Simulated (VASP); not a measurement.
# CoSi2 (Fm-3m) in VASP: a series of runs

CoSi2 is run at these levels: PBE, LDA; tasks: single point.

Program: VASP 6.6.1. These are calculated values, not measurements. Logs are shortened: lines on timing, memory, paths and dates and some standing lists are left out, and cuts for length are marked.

### Step 1. The cell of the first run

The structure is cubic, space group Fm-3m (No. 225). The conventional cell has a = 5.365 Å, b = 5.365 Å, c = 5.365 Å, α = 90.00°, β = 90.00°, γ = 90.00°. Within 3.1 Å of Co (site symmetry m-3m) lie 8 Si at 2.32 Å. Within 3.1 Å of Si (site symmetry -43m) lie 4 Co at 2.32 Å and 6 Si at 2.68 Å.

### Step 2. Single point, PBE

Contents of INCAR:

```
SYSTEM = CoSi2
ALGO = Normal ; EDIFF = 1E-6
ENCUT = 600 ; GGA = PE
GGA_COMPAT = .FALSE. ; ISIF = 2
ISMEAR = 1 ; LASPH = .TRUE.
LCHARG = .FALSE. ; LREAL = .FALSE.
LWAVE = .FALSE. ; NBANDS = 16
NELM = 120 ; PREC = Accurate
SIGMA = 0.13605693122994
```

Contents of KPOINTS:

```
k-points
0
G
  2 2 2
  0 0 0
```

Contents of POSCAR:

```
CoSi2
1.0
    0.0000000000      2.6825000000      2.6825000000
    2.6825000000      0.0000000000      2.6825000000
    2.6825000000      2.6825000000      0.0000000000
Co Si
1 2
Direct
    0.0000000000      0.0000000000      0.0000000000
    0.2500000000      0.2500000000      0.2500000000
    0.7500000000      0.7500000000      0.7500000000
```

Potentials or basis: VASP PAW PBE potentials, release 64 (Co, Si).

Started as:

```console
$ cat potpaw_PBE.64/Co/POTCAR potpaw_PBE.64/Si/POTCAR > POTCAR
$ mpirun -np 1 vasp_std > vasp.out
```

OUTCAR:

```text
SYSTEM = CoSi2
   EDIFF = 1E-6
   ENCUT = 600
   GGA = PE
   ISIF = 2
   ISMEAR = 1
   LASPH = .TRUE.
   LREAL = .FALSE.
   NELM = 120
   PREC = Accurate

 ion  position               nearest neighbor table
   1  0.000  0.000  0.000-   3 2.32   3 2.32   3 2.32   2 2.32   3 2.32   2 2.32   2 2.32   2 2.32

   2  0.250  0.250  0.250-   1 2.32   1 2.32   1 2.32   1 2.32   3 2.68   3 2.68   3 2.68   3 2.68
                             3 2.68   3 2.68
   3  0.750  0.750  0.750-   1 2.32   1 2.32   1 2.32   1 2.32   2 2.68   2 2.68   2 2.68   2 2.68
                             2 2.68   2 2.68

  LATTYP: Found a face centered cubic cell.
 ALAT       =     5.3650000000

  Lattice vectors:

 A1 = (   0.0000000000,   2.6825000000,   2.6825000000)
 A2 = (   2.6825000000,   0.0000000000,   2.6825000000)
 A3 = (   2.6825000000,   2.6825000000,   0.0000000000)

Analysis of symmetry for initial positions (statically):
=====================================================================
 Subroutine PRICEL returns:
 Original cell was already a primitive cell.

 Routine SETGRP: Setting up the symmetry group for a
 face centered cubic supercell.

 Subroutine GETGRP returns: Found 48 space group operations
 (whereof 48 operations were pure point group operations)
 out of a pool of 48 trial point group operations.

The static configuration has the point symmetry O_h .

Analysis of symmetry for dynamics (positions and initial velocities):
=====================================================================
 Subroutine PRICEL returns:
 Original cell was already a primitive cell.

 Routine SETGRP: Setting up the symmetry group for a
 face centered cubic supercell.

 Subroutine GETGRP returns: Found 48 space group operations
 (whereof 48 operations were pure point group operations)
 out of a pool of 48 trial point group operations.

The dynamic configuration has the point symmetry O_h .

 Subroutine INISYM returns: Found 48 space group operations
 (whereof 48 operations are pure point group operations),
 and found     1 'primitive' translations

----------------------------------------------------------------------------------------

                                     Primitive cell

  volume of cell :      38.6055

  direct lattice vectors                    reciprocal lattice vectors
     0.000000000  2.682500000  2.682500000    -0.186393290  0.186393290  0.186393290
     2.682500000  0.000000000  2.682500000     0.186393290 -0.186393290  0.186393290
     2.682500000  2.682500000  0.000000000     0.186393290  0.186393290 -0.186393290

  length of vectors
     3.793627881  3.793627881  3.793627881     0.322842648  0.322842648  0.322842648

  position of ions in fractional coordinates (direct lattice)
     0.000000000  0.000000000  0.000000000
     0.250000000  0.250000000  0.250000000
     0.750000000  0.750000000  0.750000000

  ion indices of the primitive-cell ions
   primitive index   ion index
                 1           1
                 2           2
                 3           3

----------------------------------------------------------------------------------------

 KPOINTS: k-points

Automatic generation of k-mesh.
 Grid dimensions read from file:
 generate k-points for:    2    2    2

 Generating k-lattice:

  Cartesian coordinates                     Fractional coordinates (reciprocal lattice)
    -0.093196645  0.093196645  0.093196645     0.500000000  0.000000000  0.000000000
     0.093196645 -0.093196645  0.093196645     0.000000000  0.500000000  0.000000000
     0.093196645  0.093196645 -0.093196645     0.000000000  0.000000000  0.500000000

  Length of vectors
     0.161421324  0.161421324  0.161421324

  Shift w.r.t. Gamma in fractional coordinates (k-lattice)
     0.000000000  0.000000000  0.000000000

 Subroutine IBZKPT returns following result:
 ===========================================

 Found      3 irreducible k-points:

 Following reciprocal coordinates:
            Coordinates               Weight
  0.000000  0.000000  0.000000      1.000000
  0.500000  0.000000  0.000000      4.000000
  0.500000  0.500000  0.000000      3.000000
   k-points           NKPTS =      3   k-points in BZ     NKDIM =      3   number of bands    NBANDS=     16
   number of dos      NEDOS =    301   number of ions     NIONS =      3
   total plane-waves  NPLWV =  27000
   dimension x,y,z NGX =    30 NGY =   30 NGZ =   30
   dimension x,y,z NGXF=    60 NGYF=   60 NGZF=   60
   ions per type =               1   2
   NGX,Y,Z   is equivalent  to a cutoff of  13.15, 13.15, 13.15 a.u.
   NGXF,Y,Z  is equivalent  to a cutoff of  26.29, 26.29, 26.29 a.u.
 SYSTEM =  CoSi2
   PREC   = accura    normal or accurate (medium, high low for compatibility)
   ISTART =      0    job   : 0-new  1-cont  2-samecut
   ICHARG =      2    charge: 1-file 2-atom 10-const
   ISPIN  =      1    spin polarized calculation?
   LNONCOLLINEAR =      F non collinear calculations
   LSORBIT =      F    spin-orbit coupling
   LASPH  =      T    aspherical Exc in radial PAW
   ENCUT  =  600.0 eV  44.10 Ry    6.64 a.u.   7.58  7.58  7.58*2*pi/ulx,y,z
   NELM   =    120;   NELMIN=  2; NELMDL= -5     # of ELM steps
   EDIFF  = 0.1E-05   stopping-criterion for ELM
   LREAL  =      F    real-space projection
   EDIFFG = 0.1E-04   stopping-criterion for IOM
   NSW    =      0    number of steps for IOM
   IBRION =     -1    ionic relax: 0-MD 1-quasi-New 2-CG
   NFREE  =      0    steps in history (QN), initial steepest desc. (CG)
   ISIF   =      2    stress and relaxation
   ISYM   =      2    0-nonsym 1-usesym 2-fastsym
   POTIM  = 0.5000    time-step for ionic-motion
   TEBEG  =    0.0;   TEEND  =   0.0 temperature during run
   PSTRESS=    0.0 pullay stress
   NELECT =      17.0000    total number of electrons
   NUPDOWN=      -1.0000    fix difference up-down
   EMIN   =  10.00;   EMAX   =-10.00  energy-range for DOS
   EFERMI =   0.00;   METHOD = LEGACY
   ISMEAR =     1;   SIGMA  =   0.14  broadening in eV -4-tet -1-fermi 0-gaus
   EFERMI_NEDOS =   21; number of points for ismear=-14 and -15
   IALGO  =     38    algorithm
   IMIX   =      4    mixing-type and parameters
     AMIX     =   0.40;   BMIX     =  1.00
     AMIX_MAG =   1.60;   BMIX_MAG =  1.00
  volume/ion in A,a.u.               =      12.87        86.84
  Fermi-wavevector in a.u.,A,eV,Ry     =   1.245493  2.353641 21.106087  1.551254
  Thomas-Fermi vector in A             =   2.379713
   LORBIT       =      0    0 simple, 1 ext, 2 COOP (PROOUT), +10 PAW based schemes
   GGA     = PE    functional components
   LHFCALC =     F    Hartree Fock is set to
   AEXX    =    0.0000 exact exchange contribution
   IVDW    =     0    specifies the selected vdW correction
   LEPSILON=     F    determine dielectric tensor
   LRPA    =     F    only Hartree local field effects (RPA)
 non-spin polarized calculation
 Methfessel and Paxton  Order N= 1 SIGMA  =   0.14
  energy-cutoff  :      600.00
  volume of cell :       38.61
 maximum number of plane-waves:      1308
   NGX = 15   NGY = 15   NGZ = 15

 number of electron      17.0000005 magnetization

 Free energy of the ion-electron system (eV)
  ---------------------------------------------------
  ext. energy  EPLUGINS =         0.00000000
  ---------------------------------------------------
  free energy    TOTEN  =       -18.61212177 eV

  energy without entropy =      -18.59784918  energy(sigma->0) =      -18.60736424

 E-fermi :   9.6534     XC(G=0): -11.7001

 val. band max:        9.5841225576   @ k =   0.5000   0.0000   0.0000
 cond. band min:      10.7983929839   @ k =   0.0000   0.0000   0.0000
 fundamental gap:      1.2142704263
 Fermi energy:         9.6533753038

 k-point     1 :       0.0000    0.0000    0.0000
  band No.  band energies     occupation
      1      -3.0251      2.00000
      2       5.8225      2.00000
      3       5.8225      2.00000
      4       5.8225      2.00000
      5       7.8356      2.00000
      6       7.8356      2.00000
      7      10.7984     -0.00000
      8      13.2233      0.00000
      9      13.2233      0.00000
     10      13.2233      0.00000
     11      13.4781      0.00000
     12      13.4781      0.00000
     13      13.4781      0.00000
     14      15.7135      0.00000
     15      15.7135      0.00000
     16      15.7135      0.00000

 k-point     2 :       0.5000    0.0000    0.0000
  band No.  band energies     occupation
      1       0.2688      2.00000
      2       0.8370      2.00000
      3       6.2937      2.00000
      4       6.2937      2.00000
      5       7.6282      2.00000
      6       8.0865      2.00000
      7       8.0865      2.00000
      8       9.5841      1.75000
      9       9.5841      1.75000
     10      12.7586      0.00000
     11      13.2471      0.00000
     12      13.2471      0.00000
     13      14.2239      0.00000
     14      20.3837      0.00000
     15      20.3837      0.00000
     16      21.1554      0.00000

 k-point     3 :       0.5000    0.5000    0.0000
  band No.  band energies     occupation
      1       1.0312      2.00000
      2       2.8733      2.00000
      3       3.5710      2.00000
      4       6.4122      2.00000
      5       6.4122      2.00000
      6       7.7739      2.00000
      7       7.7739      2.00000
      8       7.9154      2.00000
      9       8.3581      2.00000
     10      11.2803     -0.00000
     11      12.8223      0.00000
     12      18.6220      0.00000
     13      19.5669      0.00000
     14      19.5669      0.00000
     15      20.9290      0.00000
     16      22.2626      0.00000

------------------------ aborting loop because EDIFF is reached ----------------------------------------

  FORCE on cell =-STRESS in cart. coord.  units (eV):
  Direction    XX          YY          ZZ          XY          YZ          ZX
  --------------------------------------------------------------------------------------
  -------------------------------------------------------------------------------------
  Total       -1.0567620     -1.0567620     -1.0567620      0.0000000     -0.0000000      0.0000000
  in kB      -43.8569645    -43.8569645    -43.8569645      0.0000000     -0.0000000      0.0000000
  external PRESSURE =     -43.8569645 kB  Pullay stress =       0.0000000 kB

 VOLUME and BASIS-vectors are now :
 -----------------------------------------------------------------------------
  energy-cutoff  :      600.00
  volume of cell :       38.61
      direct lattice vectors                 reciprocal lattice vectors
     0.000000000  2.682500000  2.682500000    -0.186393290  0.186393290  0.186393290
     2.682500000  0.000000000  2.682500000     0.186393290 -0.186393290  0.186393290
     2.682500000  2.682500000  0.000000000     0.186393290  0.186393290 -0.186393290

 POSITION                                       TOTAL-FORCE (eV/Angst)
 -----------------------------------------------------------------------------------
      0.00000      0.00000      0.00000         0.000000      0.000000      0.000000
      1.34125      1.34125      1.34125        -0.000000      0.000000     -0.000000
      4.02375      4.02375      4.02375         0.000000     -0.000000      0.000000
 -----------------------------------------------------------------------------------
    total drift:                                0.000000     -0.000000     -0.000000

  FREE ENERGIE OF THE ION-ELECTRON SYSTEM (eV)
  ---------------------------------------------------
  free  energy   TOTEN  =       -18.6121217675 eV

  energy  without entropy=      -18.5978491789  energy(sigma->0) =      -18.60736424
```

Wall time 6.4 s (1 thread of Intel Xeon 6975P-C (Granite Rapids), shared host); peak memory 0.16 GiB.

Results:

- Free energy: -18.6121 eV
- Pressure: -4.4 GPa

Caveat: the k points lie up to 1.01 Å⁻¹ apart.

### Step 3. Single point, PBE

Contents of INCAR:

```
  PREC = Accurate
  ENCUT = 600
  EDIFF = 1E-6
  ISMEAR = -1
  SIGMA = 0.025851999786435532
  LREAL = F
  LASPH = T
  NELM = 120
  ALGO = Normal
  ISIF = 2
  LWAVE = F
  LCHARG = T
  GGA = PE
  LELF = T
  LVHAR = T
  NBANDS = 16
  NELECT = 18.0
  GGA_COMPAT = F
```

Contents of KPOINTS:

```
Automatic mesh
0
Gamma
  4 4 4
```

POSCAR is that of step 2.

Potentials or basis: VASP PAW PBE potentials, release 64 (Co, Si).

Started as:

```console
$ cat potpaw_PBE.64/Co/POTCAR potpaw_PBE.64/Si/POTCAR > POTCAR
$ mpirun -np 1 vasp_std > vasp.out
```

OUTCAR:

```text
PREC = Accurate
   ENCUT = 600
   EDIFF = 1E-6
   ISMEAR = -1
   LREAL = F
   LASPH = T
   NELM = 120
   ISIF = 2
   GGA = PE
   NELECT = 18.0

 ion  position               nearest neighbor table
   1  0.000  0.000  0.000-   3 2.32   3 2.32   3 2.32   2 2.32   3 2.32   2 2.32   2 2.32   2 2.32

   2  0.250  0.250  0.250-   1 2.32   1 2.32   1 2.32   1 2.32   3 2.68   3 2.68   3 2.68   3 2.68
                             3 2.68   3 2.68
   3  0.750  0.750  0.750-   1 2.32   1 2.32   1 2.32   1 2.32   2 2.68   2 2.68   2 2.68   2 2.68
                             2 2.68   2 2.68

  LATTYP: Found a face centered cubic cell.
 ALAT       =     5.3650000000

  Lattice vectors:

 A1 = (   0.0000000000,   2.6825000000,   2.6825000000)
 A2 = (   2.6825000000,   0.0000000000,   2.6825000000)
 A3 = (   2.6825000000,   2.6825000000,   0.0000000000)

Analysis of symmetry for initial positions (statically):
=====================================================================
 Subroutine PRICEL returns:
 Original cell was already a primitive cell.

 Routine SETGRP: Setting up the symmetry group for a
 face centered cubic supercell.
[... 150 lines left out ...]

 E-fermi :  11.5591     XC(G=0): -12.0032

 val. band max:       11.2005297847   @ k =   0.2500   0.0000   0.0000
 cond. band min:      11.5769710896   @ k =   0.2500   0.2500   0.0000
 fundamental gap:      0.3764413050
 Fermi energy:        11.5590502565

 k-point     1 :       0.0000    0.0000    0.0000
  band No.  band energies     occupation
      1      -3.2720      2.00000
      2       6.0269      2.00000
      3       6.0269      2.00000
      4       6.0269      2.00000
      5       8.3401      2.00000
      6       8.3401      2.00000
[... 129 lines left out ...]
      3       3.8064      2.00000
      4       3.8481      2.00000
      5       7.8736      2.00000
      6       7.8736      2.00000
[... 8 lines left out ...]
     15      20.7283      0.00000
     16      22.6435      0.00000

------------------------ aborting loop because EDIFF is reached ----------------------------------------

  FORCE on cell =-STRESS in cart. coord.  units (eV):
  Direction    XX          YY          ZZ          XY          YZ          ZX
  --------------------------------------------------------------------------------------
  -------------------------------------------------------------------------------------
  Total       14.2782461     14.2782461     14.2782461     -0.0000000      0.0000000      0.0000000
  in kB      592.5653554    592.5653554    592.5653554     -0.0000000      0.0000000      0.0000000
  external PRESSURE =     592.5653554 kB  Pullay stress =       0.0000000 kB

 VOLUME and BASIS-vectors are now :
 -----------------------------------------------------------------------------
  energy-cutoff  :      600.00
  volume of cell :       38.61
      direct lattice vectors                 reciprocal lattice vectors
     0.000000000  2.682500000  2.682500000    -0.186393290  0.186393290  0.186393290
     2.682500000  0.000000000  2.682500000     0.186393290 -0.186393290  0.186393290
     2.682500000  2.682500000  0.000000000     0.186393290  0.186393290 -0.186393290

 POSITION                                       TOTAL-FORCE (eV/Angst)
 -----------------------------------------------------------------------------------
      0.00000      0.00000      0.00000         0.000000      0.000000      0.000000
      1.34125      1.34125      1.34125        -0.000000     -0.000000     -0.000000
      4.02375      4.02375      4.02375         0.000000      0.000000      0.000000
 -----------------------------------------------------------------------------------
    total drift:                                0.000000     -0.000000     -0.000000

  FREE ENERGIE OF THE ION-ELECTRON SYSTEM (eV)
  ---------------------------------------------------
  free  energy   TOTEN  =        -8.4763256371 eV

  energy  without entropy=       -8.4732392657  energy(sigma->0) =       -8.47478245
```

stdout:

```text
POSCAR found type information on POSCAR CoSi
 POSCAR found :  2 types and       3 ions
 scaLAPACK will be used
 LDA part: xc-table for (Slater+PW92), standard interpolation
 POSCAR, INCAR and KPOINTS ok, starting setup
 FFT: planning ... GRIDC
 FFT: planning ... GRID_SOFT
 FFT: planning ... GRID
 WAVECAR not read
 entering main loop
 the old and the new charge density differ
 old charge density:    17.00000 new   18.00000
    0.130E+01
```

It took 10 s on 1 thread of Intel Xeon 6975P-C (Granite Rapids), shared host; peak memory 0.16 GiB.

What came out:

```yaml
Free_energy: -8.4763 eV
```

Caveat: the k points lie up to 0.51 Å⁻¹ apart; the cell carries a net charge on a neutralising background, which shifts energy and pressure; the cell is charged against a uniform background, so pressure and absolute levels hang on convention. Spin polarisation is off, so any magnetic state and its effect on volume and gap are missing.

### Step 4. Single point, LDA

Contents of INCAR:

```
SYSTEM = CoSi2
PREC = Accurate
ENCUT = 600
EDIFF = 1E-6
ISMEAR = 0
SIGMA = 0.1
LREAL = .False.
LASPH = .True.
NELM = 120
ALGO = Normal
ISIF = 2
LWAVE = .False.
LCHARG = .True.
LELF = .True.
LVHAR = .True.
ISYM = 0
NBANDS = 16
GGA_COMPAT = .False.
```

Contents of KPOINTS:

```
regular mesh
0
Gamma
  4 1 6
  0 0 0
```

POSCAR is that of step 3.

Potentials or basis: VASP PAW LDA potentials, release 64 (Co, Si).

Started as:

```console
$ cat potpaw_LDA.64/Co/POTCAR potpaw_LDA.64/Si/POTCAR > POTCAR
$ mpirun -np 1 vasp_std > vasp.out
```

It took 13 s on 1 thread of Intel Xeon 6975P-C (Granite Rapids), shared host; peak memory 0.15 GiB.

The run converged, but its numbers aren't listed here, since they failed a check.

Caveat: the k points lie up to 2.03 Å⁻¹ apart.

(Part 1 of 2 ends here.)
